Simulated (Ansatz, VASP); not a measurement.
## MgRe3 in VASP and in Ansatz

Contents of INCAR:

```
SYSTEM = MgRe3
PREC = Accurate ; ENCUT = 600
EDIFF = 1E-6 ; ISMEAR = -1
SIGMA = 0.05 ; LREAL = .False.
LASPH = .True. ; NELM = 80
ALGO = Normal ; ISIF = 3
LWAVE = .False. ; LCHARG = .False.
IBRION = 2 ; NSW = 60
EDIFFG = -0.02
```

The input KPOINTS:

```
regular mesh
0
Gamma
  6 6 6
  0 0 0
```

The input POSCAR:

```
MgRe3
1.0
    0.0000000000      3.1145280000      3.1145280000
    3.1145280000      0.0000000000      3.1145280000
    3.1145280000      3.1145280000      0.0000000000
Mg Re
1 3
Direct
    0.0000000000      0.0000000000      0.0000000000
    0.2500000000      0.2500000000      0.2500000000
    0.5000000000      0.5000000000      0.5000000000
    0.7500000000      0.7500000000      0.7500000000
```

Input for Ansatz:

```yaml
crystal:
  lattice:
    - [0.0, 3.114528, 3.114528]
    - [3.114528, 0.0, 3.114528]
    - [3.114528, 3.114528, 0.0]
  atoms:
    - { symbol: Mg, position: [0.0, 0.0, 0.0] }
    - { symbol: Re, position: [0.25, 0.25, 0.25] }
    - { symbol: Re, position: [0.5, 0.5, 0.5] }
    - { symbol: Re, position: [0.75, 0.75, 0.75] }
basis:
  ecutwfc: 557.833418042754
kpoints:
  mp_grid:
    grid: [6, 6, 6]
    shift: [0.0, 0.0, 0.0]
hamiltonian:
  xc: lda
  dispersion: none
scf:
  occupations:
    method: fermi_dirac
    width: 0.05
relax:
  f_tol: 0.02
  max_steps: 40
  cell: {}
```

Alike in both runs: task relaxation of cell and atoms; functional LDA; k mesh 6 × 6 × 6; occupations fermi-dirac, width 0.05 eV; no spin polarisation.

|  | VASP | Ansatz |
| --- | --- | --- |
| version | VASP 6.6.1 | Ansatz 0.2.0 |
| potentials or method | VASP PAW LDA potentials, release 64 (Mg, Re), cutoff 600 eV | plane waves, PAW |
| valence electrons in the cell | 23 | 55 |

|  | VASP | Ansatz | Ansatz less VASP |
| --- | --- | --- | --- |
| relaxed volume (Å³/atom) | 14.41 | 14.38 | -0.030 |
| relaxed length of the cell vector where the two differ most in proportion (Å) | 4.336 | 4.333 | -0.0030 |

LDA's correlation is that of Perdew and Zunger in VASP and of Perdew and Wang (1992) in Ansatz. VASP's potentials hold 23 valence electrons a cell and Ansatz's 55, so a difference there can come from the potentials and not from the codes.

Spin-orbit coupling is off throughout.
